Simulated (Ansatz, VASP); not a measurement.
One calculation of GaN, two programs

```xyz
2
Lattice="0.0000 1.9925 2.0124 1.9925 0.0000 2.0124 1.9925 1.9925 0.0000" Properties=species:S:1:pos:R:3 pbc="T T T"
Ga    1.9925    1.9925    2.0124
N     0.0000    0.0000    0.0000
```

Change from the starting cell: zz strain of +1 %.

Alike in both runs: task single point; functional PBEsol; k mesh 13 × 13 × 13; occupations fermi-dirac, width 0.02 eV; no spin polarisation.

|  | VASP | Ansatz |
| --- | --- | --- |
| version | VASP 6.6.1 | Ansatz 0.2.0 |
| potentials or method | VASP PAW PBE potentials, release 64 (Ga_d, N), cutoff 520 eV | all-electron LAPW, scalar-relativistic |

|  | VASP | Ansatz | Ansatz less VASP |
| --- | --- | --- | --- |
| gap on the k mesh at the Fermi level (eV) | 1.68 | 1.69 | +0.013 |
| pressure (GPa) | 54.8 | 54.3 | -0.55 |
| traceless stress, the component that is largest in VASP (GPa) | -3.13 | -3.18 | -0.049 |

VASP's potentials were made for PBE, not for PBEsol. Both programs put the cell under a high pressure, so it lies far from rest at this level. Ansatz ran all-electron here, and VASP with PAW potentials.
